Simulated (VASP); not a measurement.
# Be16Se9S7 (P1) in VASP: single point with PBEsol

Aim: the single point of Be16Se9S7 with PBEsol.

Everything below comes from runs of VASP 6.6.1. Logs are shortened: lines on timing, memory, paths and dates and some standing lists are left out, and cuts for length are marked.

## 1. The cell of the first run

The typed cell holds 64 atoms: a = 10.003 Å, b = 10.003 Å, c = 10.003 Å, α = 90.00°, β = 90.00°, γ = 90.00°.

## 2. Single point, PBEsol

Input file INCAR:

```
SYSTEM = Be16Se9S7
PREC = Accurate
ENCUT = 520
EDIFF = 1E-6
ISMEAR = -1
SIGMA = 0.05
LREAL = Auto
LASPH = .True.
NELM = 80
ALGO = Normal
ISIF = 2
LWAVE = .False.
LCHARG = .False.
GGA = PS
ISYM = 0
NBANDS = 166
```

Input file KPOINTS:

```
Automatic mesh
0
Gamma
  1 1 1
  0.25 0.25 0.25
```

Input file POSCAR:

```
Be16Se9S7
1.0
   10.0027344300      0.0000000000      0.0000000000
    0.0000000000     10.0027344300      0.0000000000
    0.0000000000      0.0000000000     10.0027344300
Be Se S
32 18 14
Direct
    0.9936530000      0.9932220000      0.9949130000
    0.0068000000      0.9937560000      0.4937010000
    0.0073170000      0.5053000000      0.0058540000
    0.0036300000      0.5060310000      0.5050450000
    0.4941860000      0.0032400000      0.0054050000
    0.5096360000      0.9985810000      0.4997160000
    0.5051820000      0.5055580000      0.0045590000
    0.4884190000      0.4998440000      0.4980290000
    0.2557440000      0.2451030000      0.9948100000
    0.2558610000      0.2536900000      0.5045410000
    0.2461670000      0.7557630000      0.0050040000
    0.2462980000      0.7461170000      0.4941230000
    0.7495390000      0.2383620000      0.9998820000
    0.7446340000      0.2450320000      0.5043840000
    0.7503660000      0.7515830000      0.0100410000
    0.7451440000      0.7558510000      0.4936030000
    0.2509730000      0.9889540000      0.2505910000
    0.2507340000      0.9984830000      0.7605920000
    0.2509340000      0.5111820000      0.2491300000
    0.2505980000      0.4997700000      0.7407190000
    0.7451970000      0.9933660000      0.2437140000
    0.7499140000      0.0085940000      0.7507200000
    0.7448650000      0.5050880000      0.2463500000
    0.7499160000      0.5001790000      0.7510810000
    0.0005610000      0.2496240000      0.2505580000
    0.9945470000      0.2437190000      0.7565870000
    0.0040900000      0.7560060000      0.2444460000
    0.0107970000      0.7508220000      0.7503660000
    0.5050820000      0.2438240000      0.2442360000
    0.4942280000      0.2448360000      0.7455680000
    0.4983740000      0.7510050000      0.2505590000
    0.4996210000      0.7512440000      0.7512380000
    0.1255550000      0.1195540000      0.1227990000
    0.1268070000      0.1232210000      0.6279640000
    0.6225240000      0.6254360000      0.6223420000
    0.3766040000      0.3765210000      0.1252590000
    0.3740870000      0.8753020000      0.6239980000
    0.8740700000      0.3752090000      0.1239190000
    0.8754230000      0.3736760000      0.6266500000
    0.8768320000      0.8761520000      0.6252170000
    0.3778740000      0.1220400000      0.3749880000
    0.3727360000      0.6267120000      0.8769620000
    0.8728800000      0.1206420000      0.3737570000
    0.8765860000      0.6294540000      0.3724430000
    0.8782500000      0.6281840000      0.8781720000
    0.1281930000      0.3793320000      0.3763510000
    0.1268620000      0.3750080000      0.8742250000
    0.6223520000      0.3750340000      0.3750350000
    0.6236810000      0.3712170000      0.8756750000
    0.6250760000      0.8786290000      0.8793240000
    0.1272370000      0.6315160000      0.1265520000
    0.1284900000      0.6271690000      0.6238900000
    0.6249910000      0.1202310000      0.1238140000
    0.6236930000      0.1245600000      0.6268070000
    0.6238830000      0.6299520000      0.1282570000
    0.3752800000      0.3752250000      0.6252290000
    0.3751650000      0.8739410000      0.1267780000
    0.8752790000      0.8751380000      0.1250260000
    0.3766080000      0.1230220000      0.8757440000
    0.3738630000      0.6284180000      0.3735660000
    0.8737950000      0.1214290000      0.8771740000
    0.1271330000      0.8710430000      0.3721640000
    0.1255830000      0.8750830000      0.8782550000
    0.6237340000      0.8752630000      0.3710900000
```

Potentials or basis: VASP PAW PBE potentials, release 64 (Be, Se, S).

On the command line:

```sh
$ cat potpaw_PBE.64/Be/POTCAR potpaw_PBE.64/Se/POTCAR potpaw_PBE.64/S/POTCAR > POTCAR
$ mpirun -np 1 vasp_std > vasp.out
```

OUTCAR:

```text
SYSTEM = Be16Se9S7
   PREC = Accurate
   ENCUT = 520
   EDIFF = 1E-6
   ISMEAR = -1
   LREAL = Auto
   LASPH = .True.
   NELM = 80
   ISIF = 2
   GGA = PS
   ISYM = 0

 ion  position               nearest neighbor table
   1  0.994  0.993  0.995-  61 2.11  58 2.12  63 2.12  33 2.23
   2  0.007  0.994  0.494-  62 2.11  40 2.19  43 2.20  34 2.22
   3  0.007  0.505  0.006-  51 2.12  45 2.19  47 2.20  38 2.21
   4  0.004  0.506  0.505-  52 2.11  46 2.19  39 2.21  44 2.21
   5  0.494  0.003  0.005-  53 2.12  59 2.12  57 2.14  50 2.20
   6  0.510  0.999  0.500-  64 2.12  54 2.12  41 2.20  37 2.21
[... 56 lines left out ...]
  63  0.126  0.875  0.878-  18 2.12  11 2.12   1 2.12  28 2.12
  64  0.624  0.875  0.371-  16 2.10   6 2.12  21 2.12  31 2.14

IMPORTANT INFORMATION: All symmetrisations will be switched off!
NOSYMM: (Re-)initialisation of all symmetry stuff for point group C_1.

----------------------------------------------------------------------------------------

                                     Primitive cell

  volume of cell :    1000.8206

  direct lattice vectors                    reciprocal lattice vectors
    10.002734430  0.000000000  0.000000000     0.099972663  0.000000000  0.000000000
     0.000000000 10.002734430  0.000000000     0.000000000  0.099972663  0.000000000
     0.000000000  0.000000000 10.002734430     0.000000000  0.000000000  0.099972663

  length of vectors
    10.002734430 10.002734430 10.002734430     0.099972663  0.099972663  0.099972663

  position of ions in fractional coordinates (direct lattice)
     0.993653000  0.993222000  0.994913000
     0.006800000  0.993756000  0.493701000
     0.007317000  0.505300000  0.005854000
     0.003630000  0.506031000  0.505045000
     0.494186000  0.003240000  0.005405000
     0.509636000  0.998581000  0.499716000
[... 56 lines left out ...]
     0.125583000  0.875083000  0.878255000
     0.623734000  0.875263000  0.371090000

  ion indices of the primitive-cell ions
   primitive index   ion index
                 1           1
                 2           2
                 3           3
                 4           4
                 5           5
                 6           6
[... 56 lines left out ...]
                63          63
                64          64

----------------------------------------------------------------------------------------

 KPOINTS: Automatic mesh

Automatic generation of k-mesh.
 Grid dimensions read from file:
 generate k-points for:    1    1    1

 Generating k-lattice:
[... 45 lines left out ...]
   IBRION =     -1    ionic relax: 0-MD 1-quasi-New 2-CG
   NFREE  =      0    steps in history (QN), initial steepest desc. (CG)
   ISIF   =      2    stress and relaxation
   ISYM   =      0    0-nonsym 1-usesym 2-fastsym
   POTIM  = 0.5000    time-step for ionic-motion
   TEBEG  =    0.0;   TEEND  =   0.0 temperature during run
   PSTRESS=    0.0 pullay stress
   NELECT =     256.0000    total number of electrons
   NUPDOWN=      -1.0000    fix difference up-down
   EMIN   =  10.00;   EMAX   =-10.00  energy-range for DOS
   EFERMI =   0.00;   METHOD = LEGACY
   ISMEAR =    -1;   SIGMA  =   0.05  broadening in eV -4-tet -1-fermi 0-gaus
   EFERMI_NEDOS =   21; number of points for ismear=-14 and -15
   IALGO  =     38    algorithm
   IMIX   =      4    mixing-type and parameters
     AMIX     =   0.40;   BMIX     =  1.00
     AMIX_MAG =   1.60;   BMIX_MAG =  1.00
  volume/ion in A,a.u.               =      15.64       105.53
  Fermi-wavevector in a.u.,A,eV,Ry     =   1.039209  1.963820 14.693674  1.079955
  Thomas-Fermi vector in A             =   2.173728
   LORBIT       =      0    0 simple, 1 ext, 2 COOP (PROOUT), +10 PAW based schemes
   GGA     = PS    functional components
   LHFCALC =     F    Hartree Fock is set to
   AEXX    =    0.0000 exact exchange contribution
   IVDW    =     0    specifies the selected vdW correction
   LEPSILON=     F    determine dielectric tensor
   LRPA    =     F    only Hartree local field effects (RPA)
 non-spin polarized calculation
  energy-cutoff  :      520.00
  volume of cell :     1000.82
 maximum number of plane-waves:     26955
 NGX is ok and might be reduce to    80
   NGX = 37   NGY = 37   NGZ = 37

 number of electron     255.9999999 magnetization

 Free energy of the ion-electron system (eV)
  ---------------------------------------------------
  ext. energy  EPLUGINS =         0.00000000
  ---------------------------------------------------
  free energy    TOTEN  =      -317.25145704 eV

  energy without entropy =     -317.25145704  energy(sigma->0) =     -317.25145704

 E-fermi :   4.9070     XC(G=0):  -9.7603

 val. band max:        3.6633408191   @ k =   0.2500   0.2500   0.2500
 cond. band min:       6.9325012743   @ k =   0.2500   0.2500   0.2500
 fundamental gap:      3.2691604552
 Fermi energy:         4.9070449335

 k-point     1 :       0.2500    0.2500    0.2500
  band No.  band energies     occupation
      1      -9.9554      2.00000
      2      -9.5523      2.00000
      3      -9.5377      2.00000
      4      -9.5256      2.00000
      5      -9.1995      2.00000
      6      -9.1805      2.00000
[... 561 lines left out ...]
    139       8.4451      0.00000
    140       8.4654      0.00000
 [bands above 140 left out]

------------------------ aborting loop because EDIFF is reached ----------------------------------------

  FORCE on cell =-STRESS in cart. coord.  units (eV):
  Direction    XX          YY          ZZ          XY          YZ          ZX
  --------------------------------------------------------------------------------------
  -------------------------------------------------------------------------------------
  Total        1.4837387      1.6364902      1.6263197     -0.4677047     -0.4321518     -0.4711382
  in kB        2.3752636      2.6197978      2.6035162     -0.7487315     -0.6918162     -0.7542281
  external PRESSURE =       2.5328592 kB  Pullay stress =       0.0000000 kB

 VOLUME and BASIS-vectors are now :
 -----------------------------------------------------------------------------
  energy-cutoff  :      520.00
  volume of cell :     1000.82
      direct lattice vectors                 reciprocal lattice vectors
    10.002734430  0.000000000  0.000000000     0.099972663  0.000000000  0.000000000
     0.000000000 10.002734430  0.000000000     0.000000000  0.099972663  0.000000000
     0.000000000  0.000000000 10.002734430     0.000000000  0.000000000  0.099972663

 POSITION                                       TOTAL-FORCE (eV/Angst)
 -----------------------------------------------------------------------------------
      9.93925      9.93494      9.95185         0.029027      0.016325      0.028822
      0.06802      9.94028      4.93836         0.042323      0.011503      0.017994
      0.07319      5.05438      0.05856         0.035663      0.033752      0.026983
      0.03631      5.06169      5.05183         0.028258      0.036180      0.026776
      4.94321      0.03241      0.05406         0.011452      0.025609      0.035343
      5.09775      9.98854      4.99853         0.037472      0.012732      0.028621
[... 56 lines left out ...]
      1.25617      8.75322      8.78495        -0.021544     -0.021148     -0.035247
      6.23905      8.75502      3.71191        -0.024491     -0.021216     -0.026965
 -----------------------------------------------------------------------------------
    total drift:                               -0.040662     -0.014008     -0.014318

  FREE ENERGIE OF THE ION-ELECTRON SYSTEM (eV)
  ---------------------------------------------------
  free  energy   TOTEN  =      -317.2514570385 eV

  energy  without entropy=     -317.2514570384  energy(sigma->0) =     -317.25145704
```

Wall time 19 min (1 thread of Intel Xeon Platinum 8488C (Sapphire Rapids), shared host); peak memory 1.2 GiB.

Results:

```yaml
Free_energy: -317.2515 eV
Pressure: 0.3 GPa
Largest_force: 0.059 eV/Å
Band_gap_on_the_k_mesh: 3.27 eV
```

Forces in eV/Å, atoms in the order of the input:
```
Be   0.029  0.016  0.029
Be   0.042  0.012  0.018
Be   0.036  0.034  0.027
Be   0.028  0.036  0.027
Be   0.011  0.026  0.035
Be   0.037  0.013  0.029
Be   0.029  0.042  0.030
Be   0.009  0.035  0.028
Be   0.033  0.015  0.024
Be   0.024  0.022  0.029
Be   0.023  0.040  0.032
Be   0.026  0.025  0.021
Be   0.028  0.016  0.030
Be   0.021  0.017  0.031
Be   0.022  0.021  0.036
Be   0.018  0.038  0.023
Be   0.027  0.012  0.028
Be   0.023  0.012  0.043
Be   0.024  0.045  0.012
Be   0.030  0.034  0.018
Be   0.025  0.018  0.022
Be   0.023  0.026  0.024
Be   0.021  0.041  0.017
Be   0.024  0.033  0.032
Be   0.033  0.021  0.020
Be   0.019  0.015  0.044
Be   0.032  0.035  0.013
Be   0.042  0.023  0.020
Be   0.034  0.017  0.016
Be   0.013  0.020  0.028
Be   0.016  0.032  0.027
Be   0.029  0.029  0.031
Se  -0.028 -0.015 -0.012
Se  -0.019 -0.011 -0.037
Se  -0.022 -0.037 -0.027
Se  -0.031 -0.035 -0.020
Se  -0.031 -0.011 -0.035
Se  -0.030 -0.031 -0.025
Se  -0.025 -0.025 -0.040
Se  -0.038 -0.022 -0.019
Se  -0.035 -0.014 -0.021
Se  -0.020 -0.031 -0.027
Se  -0.025 -0.011 -0.019
Se  -0.027 -0.038 -0.013
Se  -0.037 -0.029 -0.030
Se  -0.029 -0.037 -0.024
Se  -0.035 -0.023 -0.023
Se  -0.014 -0.032 -0.025
Se  -0.016 -0.024 -0.028
Se  -0.014 -0.026 -0.034
S   -0.030 -0.042 -0.014
S   -0.033 -0.030 -0.016
S   -0.026 -0.017 -0.026
S   -0.020 -0.026 -0.031
S   -0.020 -0.038 -0.036
S   -0.023 -0.032 -0.031
S   -0.018 -0.026 -0.030
S   -0.031 -0.029 -0.015
S   -0.020 -0.020 -0.034
S   -0.022 -0.032 -0.021
S   -0.034 -0.011 -0.043
S   -0.032 -0.020 -0.024
S   -0.022 -0.021 -0.035
S   -0.024 -0.021 -0.027
```

Levels at points of the mesh, in eV from the valence-band top:
| k point | band 124 | band 125 | band 126 | band 127 | band 128 | band 129 | band 130 | band 131 | band 132 | band 133 |
| --- | --- | --- | --- | --- | --- | --- | --- | --- | --- | --- |
| (0.25, 0.25, 0.25) | -0.62 | -0.52 | -0.49 | -0.04 | 0.00 | 3.27 | 3.27 | 3.35 | 4.00 | 4.00 |

Caveat: the PAW data sets were made with another functional, which shifts forces and pressure a little; a shifted mesh leaves out Γ, where band edges can lie. A k mesh can miss the band edges.
